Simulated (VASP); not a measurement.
Crystal: CdF2.

```
Cd F
1.0
     0.00000    2.69400    2.69400
     2.69400    0.00000    2.69400
     2.69400    2.69400    0.00000
Cd F
1 2
Direct
  0.00000 0.00000 0.00000
  0.25000 0.25000 0.25000
  0.75000 0.75000 0.75000
```

Base run:

| Quantity | Value |
| --- | --- |
| Program | VASP 6.6.1 |
| Functional | revPBE |
| Dispersion | D4 |
| Potentials or basis | VASP PAW PBE potentials, release 64 (Cd, F) |
| Cutoff | 520 eV |
| k mesh | 8 × 8 × 8 |
| Occupations | gaussian, width 0.05 eV |
| Spin | no spin polarisation |

Its results: band gap on the k mesh 3.22 eV, indirect (least direct gap 3.73 eV); pressure 5.8 GPa.

**Question.** The run is repeated on the same cell with these changes: functional from revPBE to BLYP; dispersion from D4 to none. What comes out?

**Answer.** Band gap on the k mesh 3.14 eV, indirect (least direct gap 3.62 eV); pressure 9.4 GPa.

Several settings changed at once, so the effect can't be laid on one alone.

Caveats: the PAW data sets were made with another functional, which shifts forces and pressure a little.

A k mesh can miss the band edges.
